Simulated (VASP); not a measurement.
# Mg (Fd-3m) in VASP: further runs

The runs below take Mg through single point, relaxation of cell and atoms, with PBEsol.

All numbers are computed with VASP 6.6.1; they aren't measurements. Logs are shortened: lines on timing, memory, paths and dates and some standing lists are left out, and cuts for length are marked.

### 1 The cell of the first run

It takes space group Fd-3m (No. 227, cubic). Conventional cell: a = 6.775 Å, b = 6.775 Å, c = 6.775 Å, α = 90.00°, β = 90.00°, γ = 90.00°. Mg (site symmetry -43m) has 4 Mg at 2.93 Å within 3.9 Å.

This isn't the form of Mg at room conditions, which is hcp.

### 2 Single point, PBEsol

The input, INCAR:

```
ALGO = Normal
EDIFF = 1E-6
ENCUT = 600
GGA = PS
GGA_COMPAT = F
ISIF = 2
ISMEAR = -1
LASPH = T
LCHARG = T
LELF = T
LREAL = F
LVHAR = T
LWAVE = F
NBANDS = 9
NELM = 120
PREC = Accurate
SIGMA = 0.1
```

The input, KPOINTS:

```
k-points
0
Gamma
  9 9 9
```

The input, POSCAR:

```
Mg
1.0
    0.0000000000      3.3872849546      3.3872849546
    3.3872849546      0.0000000000      3.3872849546
    3.3872849546      3.3872849546      0.0000000000
Mg
2
Direct
    0.1250000000      0.1250000000      0.1250000000
    0.8750000000      0.8750000000      0.8750000000
```

Potentials or basis: VASP PAW PBE potentials, release 64 (Mg).

The run is started by

```sh
$ cat potpaw_PBE.64/Mg/POTCAR > POTCAR
$ mpirun -np 1 vasp_std > vasp.out
```

OUTCAR:

```text
EDIFF = 1E-6
   ENCUT = 600
   GGA = PS
   ISIF = 2
   ISMEAR = -1
   LASPH = T
   LREAL = F
   NELM = 120
   PREC = Accurate

 ion  position               nearest neighbor table
   1  0.125  0.125  0.125-   2 2.93   2 2.93   2 2.93   2 2.93
   2  0.875  0.875  0.875-   1 2.93   1 2.93   1 2.93   1 2.93

  LATTYP: Found a face centered cubic cell.
 ALAT       =     6.7745699092

  Lattice vectors:

 A1 = (   0.0000000000,   3.3872849546,   3.3872849546)
 A2 = (   3.3872849546,   0.0000000000,   3.3872849546)
 A3 = (   3.3872849546,   3.3872849546,   0.0000000000)

Analysis of symmetry for initial positions (statically):
=====================================================================
 Subroutine PRICEL returns:
 Original cell was already a primitive cell.

 Routine SETGRP: Setting up the symmetry group for a
 face centered cubic supercell.

 Subroutine GETGRP returns: Found 48 space group operations
 (whereof 12 operations were pure point group operations)
 out of a pool of 48 trial point group operations.

The static configuration has the point symmetry D_3d.
 The point group associated with its full space group is O_h .

Analysis of symmetry for dynamics (positions and initial velocities):
=====================================================================
 Subroutine PRICEL returns:
 Original cell was already a primitive cell.

 Routine SETGRP: Setting up the symmetry group for a
 face centered cubic supercell.

 Subroutine GETGRP returns: Found 48 space group operations
 (whereof 12 operations were pure point group operations)
 out of a pool of 48 trial point group operations.

The dynamic configuration has the point symmetry D_3d.
 The point group associated with its full space group is O_h .

 Subroutine INISYM returns: Found 48 space group operations
 (whereof 12 operations are pure point group operations),
 and found     1 'primitive' translations

----------------------------------------------------------------------------------------

                                     Primitive cell

  volume of cell :      77.7294

  direct lattice vectors                    reciprocal lattice vectors
     0.000000000  3.387284955  3.387284955    -0.147610847  0.147610847  0.147610847
     3.387284955  0.000000000  3.387284955     0.147610847 -0.147610847  0.147610847
     3.387284955  3.387284955  0.000000000     0.147610847  0.147610847 -0.147610847

  length of vectors
     4.790344322  4.790344322  4.790344322     0.255669486  0.255669486  0.255669486

  position of ions in fractional coordinates (direct lattice)
     0.125000000  0.125000000  0.125000000
     0.875000000  0.875000000  0.875000000

  ion indices of the primitive-cell ions
   primitive index   ion index
                 1           1
                 2           2

----------------------------------------------------------------------------------------

 KPOINTS: k-points

Automatic generation of k-mesh.
 Grid dimensions read from file:
 generate k-points for:    9    9    9

 Generating k-lattice:

  Cartesian coordinates                     Fractional coordinates (reciprocal lattice)
    -0.016401205  0.016401205  0.016401205     0.111111111  0.000000000  0.000000000
     0.016401205 -0.016401205  0.016401205     0.000000000  0.111111111  0.000000000
     0.016401205  0.016401205 -0.016401205     0.000000000  0.000000000  0.111111111

  Length of vectors
     0.028407721  0.028407721  0.028407721

  Shift w.r.t. Gamma in fractional coordinates (k-lattice)
     0.000000000  0.000000000  0.000000000

 Subroutine IBZKPT returns following result:
 ===========================================

 Found     35 irreducible k-points:

 Following reciprocal coordinates:
            Coordinates               Weight
  0.000000  0.000000  0.000000      1.000000
  0.111111  0.000000  0.000000      8.000000
  0.222222  0.000000  0.000000      8.000000
  0.333333  0.000000  0.000000      8.000000
  0.444444  0.000000  0.000000      8.000000
  0.111111  0.111111  0.000000      6.000000
[... 16 lines left out ...]
 -0.333333  0.333333  0.000000     12.000000
  0.444444  0.444444  0.000000      6.000000
 [... further k-points ...]
   k-points           NKPTS =     35   k-points in BZ     NKDIM =     35   number of bands    NBANDS=      9
   number of dos      NEDOS =    301   number of ions     NIONS =      2
   total plane-waves  NPLWV =  64000
   dimension x,y,z NGX =    40 NGY =   40 NGZ =   40
   dimension x,y,z NGXF=    80 NGYF=   80 NGZF=   80
   ions per type =               2
   NGX,Y,Z   is equivalent  to a cutoff of  13.88, 13.88, 13.88 a.u.
   NGXF,Y,Z  is equivalent  to a cutoff of  27.76, 27.76, 27.76 a.u.
 SYSTEM =  unknown system
   PREC   = accura    normal or accurate (medium, high low for compatibility)
   ISTART =      0    job   : 0-new  1-cont  2-samecut
   ICHARG =      2    charge: 1-file 2-atom 10-const
   ISPIN  =      1    spin polarized calculation?
   LNONCOLLINEAR =      F non collinear calculations
   LSORBIT =      F    spin-orbit coupling
   LASPH  =      T    aspherical Exc in radial PAW
   ENCUT  =  600.0 eV  44.10 Ry    6.64 a.u.   9.57  9.57  9.57*2*pi/ulx,y,z
   NELM   =    120;   NELMIN=  2; NELMDL= -5     # of ELM steps
   EDIFF  = 0.1E-05   stopping-criterion for ELM
   LREAL  =      F    real-space projection
   EDIFFG = 0.1E-04   stopping-criterion for IOM
   NSW    =      0    number of steps for IOM
   IBRION =     -1    ionic relax: 0-MD 1-quasi-New 2-CG
   NFREE  =      0    steps in history (QN), initial steepest desc. (CG)
   ISIF   =      2    stress and relaxation
   ISYM   =      2    0-nonsym 1-usesym 2-fastsym
   POTIM  = 0.5000    time-step for ionic-motion
   TEBEG  =    0.0;   TEEND  =   0.0 temperature during run
   PSTRESS=    0.0 pullay stress
   NELECT =       4.0000    total number of electrons
   NUPDOWN=      -1.0000    fix difference up-down
   EMIN   =  10.00;   EMAX   =-10.00  energy-range for DOS
   EFERMI =   0.00;   METHOD = LEGACY
   ISMEAR =    -1;   SIGMA  =   0.10  broadening in eV -4-tet -1-fermi 0-gaus
   EFERMI_NEDOS =   21; number of points for ismear=-14 and -15
   IALGO  =     38    algorithm
   IMIX   =      4    mixing-type and parameters
     AMIX     =   0.40;   BMIX     =  1.00
     AMIX_MAG =   1.60;   BMIX_MAG =  1.00
  volume/ion in A,a.u.               =      38.86       262.27
  Fermi-wavevector in a.u.,A,eV,Ry     =   0.608929  1.150708  5.044961  0.370794
  Thomas-Fermi vector in A             =   1.663938
   LORBIT       =      0    0 simple, 1 ext, 2 COOP (PROOUT), +10 PAW based schemes
   GGA     = PS    functional components
   LHFCALC =     F    Hartree Fock is set to
   AEXX    =    0.0000 exact exchange contribution
   IVDW    =     0    specifies the selected vdW correction
   LEPSILON=     F    determine dielectric tensor
   LRPA    =     F    only Hartree local field effects (RPA)
 non-spin polarized calculation
  energy-cutoff  :      600.00
  volume of cell :       77.73
 maximum number of plane-waves:      2637
   NGX = 19   NGY = 19   NGZ = 19

 number of electron       4.0000000 magnetization

 Free energy of the ion-electron system (eV)
  ---------------------------------------------------
  ext. energy  EPLUGINS =         0.00000000
  ---------------------------------------------------
  free energy    TOTEN  =        -1.80772002 eV

  energy without entropy =       -1.76863910  energy(sigma->0) =       -1.78817956

 E-fermi :   0.1557     XC(G=0):  -6.8568

 val. band max:        0.0489363305   @ k =  -0.2222   0.2222   0.0000
 cond. band min:       0.1840045172   @ k =   0.3333   0.3333   0.0000
 fundamental gap:      0.1350681867
 Fermi energy:         0.1556782459

 k-point     1 :       0.0000    0.0000    0.0000
  band No.  band energies     occupation
      1      -4.8707      2.00000
      2       3.4564      0.00000
      3       3.4564      0.00000
      4       3.4564      0.00000
      5       4.5001      0.00000
      6       4.5001      0.00000
      7       4.5001      0.00000
      8       6.2038      0.00000
      9       7.0267      0.00000

 k-point     2 :       0.1111    0.0000    0.0000
  band No.  band energies     occupation
      1      -4.7560      2.00000
      2       2.3939      0.00000
      3       3.2266      0.00000
      4       3.2266      0.00000
      5       4.6619      0.00000
      6       4.8203      0.00000
      7       4.8203      0.00000
      8       6.7532      0.00000
      9       6.9545      0.00000

 k-point     3 :       0.2222    0.0000    0.0000
  band No.  band energies     occupation
      1      -4.4160      2.00000
      2       0.8807      0.00142
      3       2.9039      0.00000
      4       2.9039      0.00000
      5       4.4600      0.00000
      6       5.0990      0.00000
      7       5.0990      0.00000
      8       6.8069      0.00000
      9       6.8069      0.00000

 k-point     4 :       0.3333    0.0000    0.0000
  band No.  band energies     occupation
      1      -3.8692      2.00000
      2      -0.5054      1.99731
      3       2.6865      0.00000
      4       2.6865      0.00000
      5       4.2556      0.00000
      6       4.8460      0.00000
      7       4.8460      0.00000
      8       6.8844      0.00000
      9       7.6536      0.00000

 k-point     5 :       0.4444    0.0000    0.0000
  band No.  band energies     occupation
      1      -3.2216      2.00000
      2      -1.5823      2.00000
      3       2.5858      0.00000
      4       2.5858      0.00000
      5       4.1523      0.00000
      6       4.6055      0.00000
      7       4.6055      0.00000
      8       6.5715      0.00000
      9       8.9554      0.00000

 k-point     6 :       0.1111    0.1111    0.0000
  band No.  band energies     occupation
      1      -4.7177      2.00000
      2       2.7956      0.00000
      3       2.7956      0.00000
      4       2.8131      0.00000
      5       4.0338      0.00000
      6       5.3538      0.00000
      7       5.3538      0.00000
      8       5.9819      0.00000
      9       7.1233      0.00000
[... 169 lines left out ...]
 k-point    21 :       0.4444    0.3333    0.0000
  band No.  band energies     occupation
      1      -2.9680      2.00000
      2      -0.5765      1.99868
      3       0.7475      0.00537
      4       1.3670      0.00001
      5       2.8618      0.00000
      6       3.6331      0.00000
      7       7.9188      0.00000
      8       8.2296      0.00000
      9      10.0046      0.00000

 k-point    22 :      -0.4444    0.3333    0.0000
  band No.  band energies     occupation
      1      -2.3225      2.00000
      2      -1.2763      2.00000
      3      -0.0454      1.76380
      4       1.4583      0.00000
      5       2.9497      0.00000
      6       4.9136      0.00000
      7       7.5122      0.00000
      8       8.0359      0.00000
      9       8.8530      0.00000

 k-point    23 :      -0.3333    0.3333    0.0000
  band No.  band energies     occupation
      1      -2.4136      2.00000
      2      -1.1783      2.00000
      3      -0.3470      1.98696
      4       1.7414      0.00000
      5       3.2662      0.00000
      6       6.3423      0.00000
      7       7.1733      0.00000
      8       7.3131      0.00000
      9       7.8185      0.00000

 k-point    24 :       0.4444    0.4444    0.0000
  band No.  band energies     occupation
      1      -2.4857      2.00000
      2      -1.2255      2.00000
      3       1.1982      0.00006
      4       1.1982      0.00006
      5       2.5810      0.00000
      6       2.7254      0.00000
      7       9.3879      0.00000
      8       9.3879      0.00000
      9       9.9242      0.00000

 [... further k-points ...]
[... 5 lines left out ...]
  --------------------------------------------------------------------------------------
  -------------------------------------------------------------------------------------
  Total        0.0137073      0.0137073      0.0137073     -0.0000000     -0.0000000      0.0000000
  in kB        0.2825378      0.2825378      0.2825378     -0.0000000     -0.0000000      0.0000000
  external PRESSURE =       0.2825378 kB  Pullay stress =       0.0000000 kB

 VOLUME and BASIS-vectors are now :
 -----------------------------------------------------------------------------
  energy-cutoff  :      600.00
  volume of cell :       77.73
      direct lattice vectors                 reciprocal lattice vectors
     0.000000000  3.387284955  3.387284955    -0.147610847  0.147610847  0.147610847
     3.387284955  0.000000000  3.387284955     0.147610847 -0.147610847  0.147610847
     3.387284955  3.387284955  0.000000000     0.147610847  0.147610847 -0.147610847

 POSITION                                       TOTAL-FORCE (eV/Angst)
 -----------------------------------------------------------------------------------
      0.84682      0.84682      0.84682        -0.000000     -0.000000     -0.000000
      5.92775      5.92775      5.92775         0.000000      0.000000      0.000000
 -----------------------------------------------------------------------------------
    total drift:                               -0.000000     -0.000000     -0.000000

  FREE ENERGIE OF THE ION-ELECTRON SYSTEM (eV)
  ---------------------------------------------------
  free  energy   TOTEN  =        -1.8077200172 eV

  energy  without entropy=       -1.7686391033  energy(sigma->0) =       -1.78817956
```

Run time: 34 s. Hardware: 1 thread of Intel Xeon Platinum 8259CL at 2.50GHz (Skylake/Cascade Lake), shared host; peak memory 0.24 GiB.

What came out:

```yaml
Free_energy: -1.8077 eV
Pressure: 0.0 GPa
Band_gap_on_the_k_mesh: zero (bands 2 and 3 overlap by 3.80 eV)
```

Caveat: the PAW data sets were made with another functional, which shifts forces and pressure a little.

### 3 Relaxation of cell and atoms, PBEsol

This run uses another cell than the first one, of 31.37 Å³/atom.

The input, INCAR:

```
SYSTEM = Mg
PREC = Accurate
ENCUT = 600
EDIFF = 1E-7
ISMEAR = -1
SIGMA = 0.1
LREAL = .False.
LASPH = .True.
NELM = 120
ALGO = Normal
ISIF = 3
LWAVE = .False.
LCHARG = .False.
GGA = PS
IBRION = 2
NSW = 80
EDIFFG = -0.01
GGA_COMPAT = .False.
NELMIN = 4
```

The input, KPOINTS:

```
Automatic mesh
0
Gamma
  9 9 9
  0 0 0
```

The input, POSCAR:

```
Mg
1.0
    0.0000000000      3.1538244874      3.1538244874
    3.1538244874      0.0000000000      3.1538244874
    3.1538244874      3.1538244874      0.0000000000
Mg
2
Direct
    0.1250000000      0.1250000000      0.1250000000
    0.8750000000      0.8750000000      0.8750000000
```

Potentials or basis: VASP PAW PBE potentials, release 64 (Mg).

The run is started by

```sh
$ cat potpaw_PBE.64/Mg/POTCAR > POTCAR
$ mpirun -np 1 vasp_std > vasp.out
```

Run time: 53 s. Hardware: 1 thread of Intel Xeon Platinum 8259CL at 2.50GHz (Skylake/Cascade Lake), shared host; peak memory 0.21 GiB.

The run converged. Its results:

| Property | Result |
| --- | --- |
| Free energy | -1.8076 eV |
| Relaxed volume | 38.86 Å³/atom |
| Relaxed cell | a = 4.790 Å, b = 4.790 Å, c = 4.790 Å, α = 60.00°, β = 60.00°, γ = 60.00° |
| Space group after relaxing (to 0.1 Å) | Fd-3m (No. 227) |
| Energy gained by relaxing | 79.4 meV/atom |
| Ionic steps | 4 |
| Pressure after relaxing | 0.0 GPa |
| Band gap on the k mesh | zero (bands 2 and 3 overlap by 3.80 eV) |

The path:
```tsv
step	energy change (eV)	largest force (eV/Å)	pressure (GPa)	volume (Å³)
1	0.0000	0.0000	4.00	62.74
2	-0.1238	0.0000	1.57	70.12
3	-0.1576	0.0000	0.26	76.30
4	-0.1589	0.0000	0.03	77.73
```

Final structure:
```xyz
2
Lattice="0.0000 3.3873 3.3873 3.3873 0.0000 3.3873 3.3873 3.3873 0.0000" Properties=species:S:1:pos:R:3 pbc="T T T"
Mg    0.8468    0.8468    0.8468
Mg    5.9278    5.9278    5.9278
```

Levels at points of the mesh, in eV from the Fermi level:
```tsv
k point	band 1	band 2	band 3	band 4	band 5	band 6
(0.00, 0.00, 0.00)	-5.03	3.30	3.30	3.30	4.34	4.34
```

Caveat: the volume moved by over 15 % at a fixed basis, so the end points are rough; the PAW data sets were made with another functional, which shifts forces and pressure a little.

The gap in the log of VASP goes by the Fermi energy; the results here count the filled bands.